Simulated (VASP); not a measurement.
Here is a VASP 6.6.1 calculation.

File INCAR:

```
SYSTEM = Te7Mo4
PREC = Accurate
ENCUT = 520
EDIFF = 1E-7
ISMEAR = 0
SIGMA = 0.05
LREAL = .False.
LASPH = .True.
NELM = 100
ALGO = Fast
ISIF = 2
LWAVE = .False.
LCHARG = .False.
GGA = PE
IVDW = 12
NBANDS = 60
NELECT = 96.0
```

The input KPOINTS:

```
Automatic mesh
0
Gamma
  6 6 4
  0 0 0
```

File POSCAR:

```
Te7Mo4
1.0
    3.4951625504     -6.0537991181      0.0000000000
   -6.9903251009      0.0000000000      0.0000000000
    0.0000000000      0.0000000000     -7.6242845190
Te Mo
7 4
Direct
    0.7500166667      0.3333333333      0.2385784197
    0.1666666667      0.8333333333      0.2385784197
    0.6666666667      0.8333333333      0.2385784197
    0.1666666667      0.3333333333      0.7614215803
    0.6666666667      0.3333333333      0.7614215803
    0.1666666667      0.8333333333      0.7614215803
    0.6666666667      0.8333333333      0.7614215803
    0.0000000000      0.5000000000      0.0000000000
    0.5000000000      0.5000000000      0.0000000000
    0.0000000000      0.0000000000      0.0000000000
    0.5000000000      0.0000000000      0.0000000000
```

Potentials or basis: VASP PAW PBE potentials, release 64 (Te, Mo_sv).

The run is started by

```console
$ cat potpaw_PBE.64/Te/POTCAR potpaw_PBE.64/Mo_sv/POTCAR > POTCAR
$ mpirun -np 1 vasp_std > vasp.out
```

Task: Estimate the largest force.

Result: 5.351 eV/Å.

Task: Estimate the dispersion energy per atom.

Result: -0.463 eV.

Forces in eV/Å, atoms in the order of the input:
```
Te   1.975  1.679 -4.682
Te  -0.635 -0.387 -0.435
Te   0.272  0.068 -0.796
Te   0.069  0.319  0.544
Te  -0.012 -0.272  0.633
Te  -0.244  0.184  0.537
Te  -0.011 -0.216  0.506
Mo   0.215 -2.421  2.795
Mo  -1.288  1.817  0.748
Mo  -0.449 -0.545  0.113
Mo   0.107 -0.224  0.037
```

Caveat: the cell carries a net charge on a neutralising background, which shifts energy and pressure; the cell differs from its parent crystal (atoms taken out, atom 1 moved -0.167 of the way to it and +0.000 Å across, host rigid).
